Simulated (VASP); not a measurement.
Wanted: the native input for a VASP 6.6.1 run.

```yaml
Task: single point
Functional: PBE
Potentials_or_basis: VASP PAW PBE potentials, release 64 (Mo_sv, Ru_pv)
Cutoff: 520 eV
k_mesh: 6 × 6 × 2
Occupations: gaussian, width 0.1 eV
Spin: collinear spin, ferromagnetic start
Starting_moments: "[1.0, 1.0, 1.0, 1.0, 1.0, 1.0] μB"
Dipole_correction: no
Further_INCAR_settings: ALGO = Normal; EDIFF = 1e-06; NBANDS = 55
```

The structure of MoRu2 lies in POSCAR:

```
MoRu2
1.0
    2.7559681421      0.0000000000      0.0000000000
   -1.3779840710      2.3867384230      0.0000000000
    0.0000000000      0.0000000000     13.1830963734
Mo Ru
2 4
Direct
    0.6666666667      0.3333333333      0.2500000000
    0.3333333333      0.6666666667      0.7500000000
    0.6666666667      0.3333333333      0.9172646648
    0.6666666667      0.3333333333      0.5827353352
    0.3333333333      0.6666666667      0.0827353352
    0.3333333333      0.6666666667      0.4172646648
```

One way to write it, as run:

INCAR

```
SYSTEM = MoRu2
PREC = Accurate
ENCUT = 520
EDIFF = 1E-6
ISMEAR = 0
SIGMA = 0.1
LREAL = .False.
LASPH = .True.
NELM = 150
ALGO = Normal
ISIF = 2
LWAVE = .False.
LCHARG = .False.
ISPIN = 2
MAGMOM = 1 1 1 1 1 1
LORBIT = 11
LMAXMIX = 4
GGA = PE
NBANDS = 55
```

KPOINTS

```
Automatic mesh
0
Gamma
  6 6 2
  0 0 0
```

Potentials or basis: VASP PAW PBE potentials, release 64 (Mo_sv, Ru_pv).

Command:

```sh
$ cat potpaw_PBE.64/Mo_sv/POTCAR potpaw_PBE.64/Ru_pv/POTCAR > POTCAR
$ mpirun -np 1 vasp_std > vasp.out
```

It gave:

```
Pressure                                              : 0.2 GPa
Largest force                                         : 0.026 eV/Å
Band gap on the k mesh                                : zero (filled and empty bands overlap)
Net moment                                            : 0.00 μB per cell
Valence electrons inside the program's atomic spheres : Mo 12.55; Ru 12.63
```

Caveat: the k points lie up to 0.44 Å⁻¹ apart, too coarse for converged energies and pressures of a metal.

Wall time 86 s on 1 thread of Intel(R) Xeon(R) 6975P-C (Granite Rapids) (shared host), peak memory 0.27 GiB.
